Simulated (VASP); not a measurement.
## CdSe: single point with r2SCANh

Crystal: CdSe.

```xyz
2
Lattice="0.0000 3.0906 3.0906 3.0906 0.0000 3.0906 3.0906 3.0906 0.0000" Properties=species:S:1:pos:R:3 pbc="T T T"
Cd    0.0000    0.0000    0.0000
Se    1.5453    1.5453    1.5453
```

```json
{
 "Program": "VASP 6.6.1",
 "Task": "single point",
 "Functional": "r2SCANh",
 "Potentials or basis": "VASP PAW PBE potentials, release 64 (Cd, Se)",
 "Cutoff": "520 eV",
 "k mesh": "4 × 4 × 4",
 "Occupations": "fermi-dirac, width 0.05 eV",
 "Spin": "no spin polarisation",
 "Dipole correction": "no",
 "Grid for exact exchange (PRECFOCK)": "Normal",
 "Further INCAR settings": "ALGO = Normal; EDIFF = 1e-06; NBANDS = 16",
 "Share of exact exchange": "0.1"
}
```

```yaml
Pressure: -1.1 GPa
Band_gap_on_the_k_mesh: 1.53 eV
```

Levels at points of the mesh, in eV from the valence-band top:
```csv
k point,band 5,band 6,band 7,band 8,band 9,band 10,band 11,band 12,band 13,band 14
"(0.00, 0.00, 0.00)",-8.18,-8.18,0.00,0.00,0.00,1.53,7.09,7.09,7.09,10.77
"(0.50, 0.00, 0.00)",-8.16,-7.89,-4.27,-0.71,-0.71,3.38,7.53,7.53,8.31,11.06
"(0.50, 0.50, 0.00)",-8.13,-7.82,-3.99,-1.78,-1.78,4.07,4.72,10.12,11.39,11.39
```

It took 17 min on 1 thread of Intel(R) Xeon(R) Platinum 8175M CPU @ 2.50GHz (Skylake/Cascade Lake), on a shared host, peak memory 0.23 GiB.

Caveat: the k points lie up to 0.44 Å⁻¹ apart; the PAW data sets were made with another functional, which shifts forces and pressure a little.
